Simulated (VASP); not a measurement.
A run of VASP 6.6.1 is set up as follows.

File INCAR:

```
SYSTEM = GaCo
  ALGO = Fast
  EDIFF = 1E-6
  ENCUT = 520
  GGA = PS
  ISIF = 2
  ISMEAR = 0
  LASPH = .TRUE.
  LCHARG = .FALSE.
  LREAL = .FALSE.
  LWAVE = .FALSE.
  NBANDS = 18
  NELM = 80
  PREC = Accurate
  SIGMA = 0.15
```

The input KPOINTS:

```
k-points
0
G
  16 16 16
  0 0 0
```

Contents of POSCAR:

```
GaCo
1.0
    2.8831000000      0.0000000000      0.0000000000
    0.0000000000      2.8831000000      0.0000000000
    0.0000000000      0.0000000000      2.8831000000
Ga Co
1 1
Direct
    0.5000000000      0.5000000000      0.5000000000
    0.0000000000      0.0000000000     -0.0693697756
```

Potentials or basis: VASP PAW PBE potentials, release 64 (Ga_d, Co).

The run is started by

```sh
$ cat potpaw_PBE.64/Ga_d/POTCAR potpaw_PBE.64/Co/POTCAR > POTCAR
$ mpirun -np 1 vasp_std > vasp.out
```

Predict the band gap on the k mesh.

zero (band 11 reaches 10.76 eV, above the bottom of band 12 at 9.26 eV).

What does it give for the pressure?

-4.8 GPa.

Predict the largest force.

1.129 eV/Å.

Stress tensor (GPa, compression positive):
```
-3.98  0.00  0.00
 0.00 -3.98  0.00
 0.00  0.00 -6.54
```

Caveat: the cell differs from its parent crystal (atom 2 (Co) moved by (+0.000, -0.200) A along [1 1 0] and z); the PAW data sets were made with another functional, which shifts forces and pressure a little. Spin polarisation is off, so any magnetic state and its effect on volume and gap are missing.
